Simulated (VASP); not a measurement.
# BAs (F-43m) in VASP: notebook

The runs below take BAs through single point, relaxation of cell and atoms, with PBEsol.

Program: VASP 6.6.1. These are calculated values, not measurements. Logs are shortened: lines on timing, memory, paths and dates and some standing lists are left out, and cuts for length are marked.

### 1 The cell of the first run

It takes space group F-43m (No. 216, cubic). The conventional cell has a = 4.678 Å, b = 4.678 Å, c = 4.678 Å, α = 90.00°, β = 90.00°, γ = 90.00°. Within 2.7 Å of B (site symmetry -43m) lie 4 As at 2.03 Å. Within 2.7 Å of As (site symmetry -43m) lie 4 B at 2.03 Å.

### 2 Single point, PBEsol

The input, INCAR:

```
SYSTEM = BAs
  PREC = Accurate
  ENCUT = 520
  EDIFF = 1E-6
  ISMEAR = 0
  SIGMA = 0.01
  LREAL = .FALSE.
  LASPH = .TRUE.
  NELM = 80
  ALGO = Normal
  ISIF = 2
  LWAVE = .FALSE.
  LCHARG = .FALSE.
  GGA = PS
  NBANDS = 11
```

The input, KPOINTS:

```
Automatic mesh
0
G
  10 10 10
  0 0 0
```

The input, POSCAR:

```
BAs
1.0
    0.0000000000      2.3390108487      2.3390108487
    2.3390108487      0.0000000000      2.3390108487
    2.3390108487      2.3390108487      0.0000000000
B As
1 1
Direct
    0.0000000000      0.0000000000      0.0000000000
    0.7500000000      0.7500000000      0.7500000000
```

Potentials or basis: VASP PAW PBE potentials, release 64 (B, As).

The run is started by

```bash
> cat potpaw_PBE.64/B/POTCAR potpaw_PBE.64/As/POTCAR > POTCAR
> mpirun -np 1 vasp_std > vasp.out
```

OUTCAR:

```text
SYSTEM = BAs
   PREC = Accurate
   ENCUT = 520
   EDIFF = 1E-6
   ISMEAR = 0
   LREAL = .FALSE.
   LASPH = .TRUE.
   NELM = 80
   ISIF = 2
   GGA = PS

 ion  position               nearest neighbor table
   1  0.000  0.000  0.000-   2 2.03   2 2.03   2 2.03   2 2.03
   2  0.750  0.750  0.750-   1 2.03   1 2.03   1 2.03   1 2.03

  LATTYP: Found a face centered cubic cell.
 ALAT       =     4.6780216974

  Lattice vectors:

 A1 = (   0.0000000000,   2.3390108487,   2.3390108487)
 A2 = (   2.3390108487,   0.0000000000,   2.3390108487)
 A3 = (   2.3390108487,   2.3390108487,   0.0000000000)

Analysis of symmetry for initial positions (statically):
=====================================================================
 Subroutine PRICEL returns:
 Original cell was already a primitive cell.

 Routine SETGRP: Setting up the symmetry group for a
 face centered cubic supercell.

 Subroutine GETGRP returns: Found 24 space group operations
 (whereof 24 operations were pure point group operations)
 out of a pool of 48 trial point group operations.

The static configuration has the point symmetry T_d .

Analysis of symmetry for dynamics (positions and initial velocities):
=====================================================================
 Subroutine PRICEL returns:
 Original cell was already a primitive cell.

 Routine SETGRP: Setting up the symmetry group for a
 face centered cubic supercell.

 Subroutine GETGRP returns: Found 24 space group operations
 (whereof 24 operations were pure point group operations)
 out of a pool of 48 trial point group operations.

The dynamic configuration has the point symmetry T_d .

 Subroutine INISYM returns: Found 24 space group operations
 (whereof 24 operations are pure point group operations),
 and found     1 'primitive' translations

----------------------------------------------------------------------------------------

                                     Primitive cell

  volume of cell :      25.5933

  direct lattice vectors                    reciprocal lattice vectors
     0.000000000  2.339010849  2.339010849    -0.213765575  0.213765575  0.213765575
     2.339010849  0.000000000  2.339010849     0.213765575 -0.213765575  0.213765575
     2.339010849  2.339010849  0.000000000     0.213765575  0.213765575 -0.213765575

  length of vectors
     3.307860865  3.307860865  3.307860865     0.370252838  0.370252838  0.370252838

  position of ions in fractional coordinates (direct lattice)
     0.000000000  0.000000000  0.000000000
     0.750000000  0.750000000  0.750000000

  ion indices of the primitive-cell ions
   primitive index   ion index
                 1           1
                 2           2

----------------------------------------------------------------------------------------

 KPOINTS: Automatic mesh

Automatic generation of k-mesh.
 Grid dimensions read from file:
 generate k-points for:   10   10   10

 Generating k-lattice:

  Cartesian coordinates                     Fractional coordinates (reciprocal lattice)
    -0.021376558  0.021376558  0.021376558     0.100000000  0.000000000  0.000000000
     0.021376558 -0.021376558  0.021376558     0.000000000  0.100000000  0.000000000
     0.021376558  0.021376558 -0.021376558     0.000000000  0.000000000  0.100000000

  Length of vectors
     0.037025284  0.037025284  0.037025284

  Shift w.r.t. Gamma in fractional coordinates (k-lattice)
     0.000000000  0.000000000  0.000000000

 Subroutine IBZKPT returns following result:
 ===========================================

 Found     47 irreducible k-points:

 Following reciprocal coordinates:
            Coordinates               Weight
  0.000000  0.000000  0.000000      1.000000
  0.100000  0.000000  0.000000      8.000000
  0.200000  0.000000  0.000000      8.000000
  0.300000  0.000000  0.000000      8.000000
  0.400000  0.000000  0.000000      8.000000
  0.500000  0.000000  0.000000      4.000000
[... 16 lines left out ...]
  0.300000  0.300000  0.000000      6.000000
  0.400000  0.300000  0.000000     24.000000
 [... further k-points ...]
   k-points           NKPTS =     47   k-points in BZ     NKDIM =     47   number of bands    NBANDS=     11
   number of dos      NEDOS =    301   number of ions     NIONS =      2
   total plane-waves  NPLWV =  21952
   dimension x,y,z NGX =    28 NGY =   28 NGZ =   28
   dimension x,y,z NGXF=    56 NGYF=   56 NGZF=   56
   ions per type =               1   1
   NGX,Y,Z   is equivalent  to a cutoff of  14.07, 14.07, 14.07 a.u.
   NGXF,Y,Z  is equivalent  to a cutoff of  28.14, 28.14, 28.14 a.u.
 SYSTEM =  BAs
   PREC   = accura    normal or accurate (medium, high low for compatibility)
   ISTART =      0    job   : 0-new  1-cont  2-samecut
   ICHARG =      2    charge: 1-file 2-atom 10-const
   ISPIN  =      1    spin polarized calculation?
   LNONCOLLINEAR =      F non collinear calculations
   LSORBIT =      F    spin-orbit coupling
   LASPH  =      T    aspherical Exc in radial PAW
   ENCUT  =  520.0 eV  38.22 Ry    6.18 a.u.   6.15  6.15  6.15*2*pi/ulx,y,z
   NELM   =     80;   NELMIN=  2; NELMDL= -5     # of ELM steps
   EDIFF  = 0.1E-05   stopping-criterion for ELM
   LREAL  =      F    real-space projection
   EDIFFG = 0.1E-04   stopping-criterion for IOM
   NSW    =      0    number of steps for IOM
   IBRION =     -1    ionic relax: 0-MD 1-quasi-New 2-CG
   NFREE  =      0    steps in history (QN), initial steepest desc. (CG)
   ISIF   =      2    stress and relaxation
   ISYM   =      2    0-nonsym 1-usesym 2-fastsym
   POTIM  = 0.5000    time-step for ionic-motion
   TEBEG  =    0.0;   TEEND  =   0.0 temperature during run
   PSTRESS=    0.0 pullay stress
   NELECT =       8.0000    total number of electrons
   NUPDOWN=      -1.0000    fix difference up-down
   EMIN   =  10.00;   EMAX   =-10.00  energy-range for DOS
   EFERMI =   0.00;   METHOD = LEGACY
   ISMEAR =     0;   SIGMA  =   0.01  broadening in eV -4-tet -1-fermi 0-gaus
   EFERMI_NEDOS =   21; number of points for ismear=-14 and -15
   IALGO  =     38    algorithm
   IMIX   =      4    mixing-type and parameters
     AMIX     =   0.40;   BMIX     =  1.00
     AMIX_MAG =   1.60;   BMIX_MAG =  1.00
  volume/ion in A,a.u.               =      12.80        86.36
  Fermi-wavevector in a.u.,A,eV,Ry     =   1.111039  2.099559 16.795132  1.234407
  Thomas-Fermi vector in A             =   2.247597
   LORBIT       =      0    0 simple, 1 ext, 2 COOP (PROOUT), +10 PAW based schemes
   GGA     = PS    functional components
   LHFCALC =     F    Hartree Fock is set to
   AEXX    =    0.0000 exact exchange contribution
   IVDW    =     0    specifies the selected vdW correction
   LEPSILON=     F    determine dielectric tensor
   LRPA    =     F    only Hartree local field effects (RPA)
 non-spin polarized calculation
 Gauss-broadening in eV      SIGMA  =   0.01
  energy-cutoff  :      520.00
  volume of cell :       25.59
 maximum number of plane-waves:       701
 NGX is ok and might be reduce to    28
   NGX = 13   NGY = 13   NGZ = 13

 number of electron       8.0000000 magnetization

 Free energy of the ion-electron system (eV)
  ---------------------------------------------------
  ext. energy  EPLUGINS =         0.00000000
  ---------------------------------------------------
  free energy    TOTEN  =       -12.15338750 eV

  energy without entropy =      -12.15338750  energy(sigma->0) =      -12.15338750

 E-fermi :   6.8873     XC(G=0): -10.9999

 val. band max:        6.7549179249   @ k =   0.0000   0.0000   0.0000
 cond. band min:       7.7662094681   @ k =   0.4000   0.4000   0.0000
 fundamental gap:      1.0112915432
 Fermi energy:         6.8872945126

 k-point     1 :       0.0000    0.0000    0.0000
  band No.  band energies     occupation
      1      -9.2727      2.00000
      2       6.7549      2.00000
      3       6.7549      2.00000
      4       6.7549      2.00000
      5      10.0761      0.00000
      6      10.0761      0.00000
      7      10.0761      0.00000
      8      12.2474      0.00000
      9      16.4229      0.00000
     10      19.9495      0.00000
     11      19.9495      0.00000

 k-point     2 :       0.1000    0.0000    0.0000
  band No.  band energies     occupation
      1      -9.0985      2.00000
      2       5.3063      2.00000
      3       6.4275      2.00000
      4       6.4275      2.00000
      5      10.3393      0.00000
      6      10.5044      0.00000
      7      10.5044      0.00000
      8      12.9875      0.00000
      9      17.1292      0.00000
     10      18.7498      0.00000
     11      18.7498      0.00000

 k-point     3 :       0.2000    0.0000    0.0000
  band No.  band energies     occupation
      1      -8.5834      2.00000
      2       2.8242      2.00000
      3       5.8130      2.00000
      4       5.8130      2.00000
      5      10.2313      0.00000
      6      11.2557      0.00000
      7      11.2557      0.00000
      8      14.4202      0.00000
      9      17.9891      0.00000
     10      17.9891      0.00000
     11      18.1502      0.00000

 k-point     4 :       0.3000    0.0000    0.0000
  band No.  band energies     occupation
      1      -7.7610      2.00000
      2       0.4015      2.00000
      3       5.2753      2.00000
      4       5.2753      2.00000
      5      10.0027      0.00000
      6      11.6328      0.00000
      7      11.6328      0.00000
      8      15.4417      0.00000
      9      18.3191      0.00000
     10      18.5042      0.00000
     11      18.5042      0.00000

 k-point     5 :       0.4000    0.0000    0.0000
  band No.  band energies     occupation
      1      -6.7593      2.00000
      2      -1.6065      2.00000
      3       4.9323      2.00000
      4       4.9323      2.00000
      5       9.8429      0.00000
      6      11.6096      0.00000
      7      11.6096      0.00000
      8      15.6228      0.00000
      9      19.1533      0.00000
     10      20.1647      0.00000
     11      20.1647      0.00000
[... 211 lines left out ...]
 k-point    21 :      -0.3000    0.2000    0.0000
  band No.  band energies     occupation
      1      -6.5386      2.00000
      2      -0.6064      2.00000
      3       1.8290      2.00000
      4       4.6644      2.00000
      5      10.3497      0.00000
      6      12.8509      0.00000
      7      13.1938      0.00000
      8      15.1909      0.00000
      9      17.5243      0.00000
     10      19.1696      0.00000
     11      22.5462      0.00000

 k-point    22 :      -0.2000    0.2000    0.0000
  band No.  band energies     occupation
      1      -7.4805      2.00000
      2       1.0947      2.00000
      3       2.3720      2.00000
      4       5.3777      2.00000
      5      10.8712      0.00000
      6      12.0093      0.00000
      7      12.9606      0.00000
      8      14.0196      0.00000
      9      16.6408      0.00000
     10      19.6611      0.00000
     11      21.5127      0.00000

 k-point    23 :       0.3000    0.3000    0.0000
  band No.  band energies     occupation
      1      -7.2331      2.00000
      2       1.4528      2.00000
      3       3.3263      2.00000
      4       3.3263      2.00000
      5       8.0205      0.00000
      6      10.3209      0.00000
      7      15.5891      0.00000
      8      15.5891      0.00000
      9      18.2847      0.00000
     10      22.1797      0.00000
     11      22.4222      0.00000

 k-point    24 :       0.4000    0.3000    0.0000
  band No.  band energies     occupation
      1      -6.4491      2.00000
      2       0.1205      2.00000
      3       2.4777      2.00000
      4       3.0118      2.00000
      5       8.3277      0.00000
      6      10.0573      0.00000
      7      16.0181      0.00000
      8      16.2127      0.00000
      9      19.3032      0.00000
     10      23.0208      0.00000
     11      23.2743      0.00000

 [... further k-points ...]
[... 5 lines left out ...]
  --------------------------------------------------------------------------------------
  -------------------------------------------------------------------------------------
  Total        1.6184243      1.6184243      1.6184243     -0.0000000     -0.0000000      0.0000000
  in kB      101.3155908    101.3155908    101.3155908     -0.0000000     -0.0000000      0.0000000
  external PRESSURE =     101.3155908 kB  Pullay stress =       0.0000000 kB

 VOLUME and BASIS-vectors are now :
 -----------------------------------------------------------------------------
  energy-cutoff  :      520.00
  volume of cell :       25.59
      direct lattice vectors                 reciprocal lattice vectors
     0.000000000  2.339010849  2.339010849    -0.213765575  0.213765575  0.213765575
     2.339010849  0.000000000  2.339010849     0.213765575 -0.213765575  0.213765575
     2.339010849  2.339010849  0.000000000     0.213765575  0.213765575 -0.213765575

 POSITION                                       TOTAL-FORCE (eV/Angst)
 -----------------------------------------------------------------------------------
      0.00000      0.00000      0.00000         0.000000      0.000000      0.000000
      3.50852      3.50852      3.50852        -0.000000     -0.000000     -0.000000
 -----------------------------------------------------------------------------------
    total drift:                                0.000000      0.000000      0.000000

  FREE ENERGIE OF THE ION-ELECTRON SYSTEM (eV)
  ---------------------------------------------------
  free  energy   TOTEN  =       -12.1533875028 eV

  energy  without entropy=      -12.1533875028  energy(sigma->0) =      -12.15338750
```

Wall time 6.3 s (1 thread of Intel Xeon 6975P-C (Granite Rapids), shared host); peak memory 0.16 GiB.

Results:

```yaml
Free_energy: -12.1534 eV
Pressure: 10.1 GPa
Band_gap_on_the_k_mesh: 1.01 eV (least direct gap 3.32 eV)
```

Caveat: the cell stands under pressure; the PAW data sets were made with another functional, which shifts forces and pressure a little. A k mesh can miss the band edges.

### 3 Relaxation of cell and atoms, PBEsol, target pressure 9 GPa, at which the enthalpy is minimised

This run uses another cell than the first one, of 13.55 Å³/atom.

The input, INCAR:

```
PREC = Accurate ; ENCUT = 600
EDIFF = 1E-6 ; ISMEAR = 0
SIGMA = 0.01 ; LREAL = False
LASPH = True ; NELM = 100
ALGO = Normal ; ISIF = 3
LWAVE = False ; LCHARG = False
GGA = PS ; IBRION = 2
NSW = 80 ; EDIFFG = -0.001
PSTRESS = 90.0
```

The input, KPOINTS:

```
Automatic mesh
0
Gamma
  10 10 10
```

The input, POSCAR:

```
BAs
1.0
    0.0000000000      2.3839378985      2.3839378985
    2.3839378985      0.0000000000      2.3839378985
    2.3839378985      2.3839378985      0.0000000000
B As
1 1
Direct
    0.0000000000      0.0000000000      0.0000000000
    0.7500000000      0.7500000000      0.7500000000
```

Potentials or basis: VASP PAW PBE potentials, release 64 (B, As).

The run is started by

```bash
> cat potpaw_PBE.64/B/POTCAR potpaw_PBE.64/As/POTCAR > POTCAR
> mpirun -np 1 vasp_std > vasp.out
```

Run time: 17 s. Hardware: 1 thread of Intel Xeon 6975P-C (Granite Rapids), shared host; peak memory 0.17 GiB.

Results (log left out):

```yaml
Free_energy: -12.1645 eV
Relaxed_volume: 12.88 Å³/atom
Relaxed_cell: a = 3.315 Å, b = 3.315 Å, c = 3.315 Å, α = 60.00°, β = 60.00°, γ = 60.00°
Space_group_after_relaxing_to_0.1_Å: F-43m (No. 216)
Energy_change_on_relaxing_the_run_minimises_the_enthalpy: +19.9 meV/atom
Ionic_steps: 6
Pressure_after_relaxing: 9.0 GPa
Band_gap_on_the_k_mesh: 1.02 eV (least direct gap 3.31 eV)
```

Step by step:
```
step  energy change (eV)  largest force (eV/Å)  pressure (GPa)  volume (Å³)
   1              0.0000                0.0000            0.87        27.10
   2              0.1482                0.0000           18.81        24.49
   3              0.0393                0.0000            8.93        25.77
   4              0.0407                0.0000            9.11        25.74
   5              0.0391                0.0000            8.92        25.77
   6              0.0398                0.0000            8.99        25.76
```

Final structure:
```
B As
1.0
     0.00000    2.34395    2.34395
     2.34395    0.00000    2.34395
     2.34395    2.34395    0.00000
B As
1 1
Direct
  0.00000 0.00000 0.00000
  0.75000 0.75000 0.75000
```

Levels at points of the mesh, in eV from the valence-band top:
```csv
k point,band 1,band 2,band 3,band 4,band 5,band 6,band 7,band 8
"(0.00, 0.00, 0.00)",-15.97,0.00,0.00,0.00,3.31,3.31,3.31,5.41
"(0.50, 0.00, 0.00)",-12.87,-9.26,-1.93,-1.93,2.99,4.79,4.79,8.80
"(0.50, 0.50, 0.00)",-11.47,-8.86,-4.35,-4.35,1.26,1.26,11.89,11.89
```

Caveat: the cell is relaxed towards a set pressure, so the run minimises the enthalpy, not the energy; the PAW data sets were made with another functional, which shifts forces and pressure a little. A k mesh can miss the band edges.
